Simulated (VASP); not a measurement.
Input of a VASP 6.6.1 run:

INCAR

```
PREC = Accurate
ENCUT = 520
EDIFF = 1E-6
ISMEAR = -1
SIGMA = 0.1
LREAL = False
LASPH = True
NELM = 150
ALGO = Normal
ISIF = 2
LWAVE = False
LCHARG = False
MAGMOM = 0 0 0
LORBIT = 11
LSORBIT = True
GGA_COMPAT = False
LORBMOM = True
LMAXMIX = 4
GGA = PE
NBANDS = 21
```

The input KPOINTS:

```
Automatic mesh
0
Gamma
  11 11 11
```

POSCAR

```
Hf
1.0
    2.9173859246      0.0000000000      0.0000000000
    0.0000000000      2.9173859246      0.0000000000
    0.0000000000      0.0000000000      2.9173859246
Hf
1
Direct
    0.0000000000      0.0000000000      0.0000000000
```

Potentials or basis: VASP PAW PBE potentials, release 64 (Hf_pv).

The run is started by

```sh
$ cat potpaw_PBE.64/Hf_pv/POTCAR > POTCAR
$ mpirun -np 1 vasp_ncl > vasp.out
```

What does it give for the pressure?

-0.6 GPa.

What does it give for the net moment?

0.00 μB per cell.

Moments on the atoms (μB; x, y, z):
```
Hf  0.00 0.00 0.00
```
